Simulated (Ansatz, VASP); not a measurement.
**One calculation of Ba, two programs**

```
CELL_PARAMETERS angstrom
0.00000 2.68147 2.68147
2.68147 0.00000 2.68147
2.68147 2.68147 0.00000
ATOMIC_POSITIONS crystal
Ba 0.00000 0.00000 0.00000
```

Change from the starting cell: volume scaled by 0.6, PAW files.

Alike in both runs: task single point; functional PBE; k mesh 10 × 10 × 10; occupations fermi-dirac, width 0.1 eV; no spin polarisation.

|  | VASP | Ansatz |
| --- | --- | --- |
| version | VASP 6.6.1 | Ansatz 0.2.0 |
| potentials or method | VASP PAW PBE potentials, release 64 (Ba_sv) | PAW with Ansatz's default frozen-core files, scalar-relativistic |
| plane-wave cutoff (eV) | 520 | 420 |
| valence electrons in the cell | 10 | 10 |

|  | VASP | Ansatz | Ansatz less VASP |
| --- | --- | --- | --- |
| pressure (GPa) | 8.2 | 7.5 | -0.72 |

Neither program's run includes spin-orbit coupling.
